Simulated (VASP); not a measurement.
Input of a VASP 6.6.1 run:

The input INCAR:

```
PREC     = Accurate       # precision mode
ENCUT    = 840            # plane-wave cutoff, eV
EDIFF    = 1E-6           # SCF threshold, eV
ISMEAR   = -1             # smearing method
SIGMA    = 0.02           # smearing width, eV
LREAL    = False          # projectors in reciprocal space
LASPH    = True           # aspherical terms in the spheres
NELM     = 120            # most SCF steps
ALGO     = Normal         # electronic algorithm
ISIF     = 2              # what is computed and relaxed
LWAVE    = False          # write WAVECAR
LCHARG   = False          # write CHGCAR
GGA      = PE             # functional
NBANDS   = 15             # bands
GGA_COMPAT= False
```

KPOINTS

```
regular mesh
0
Gamma
  10 10 10
```

Contents of POSCAR:

```
MgO
1.0
    0.0000000000      2.2047538254      2.2047538254
    2.2047538254      0.0000000000      2.2047538254
    2.2047538254      2.2047538254      0.0000000000
Mg O
1 1
Direct
    0.0000000000      0.0000000000      0.0000000000
    0.5000000000      0.5000000000      0.5000000000
```

Potentials or basis: VASP PAW PBE potentials, release 64 (Mg_sv, O).

Command:

```bash
$ cat potpaw_PBE.64/Mg_sv/POTCAR potpaw_PBE.64/O/POTCAR > POTCAR
$ mpirun -np 1 vasp_std > vasp.out
```

Q: What does it give for the pressure?

A: -13.0 GPa.

Q: Estimate the band gap on the k mesh.

A: 3.52 eV.

Caveat: the cell differs from its parent crystal (strain +4.9%); the cell stands under tension.
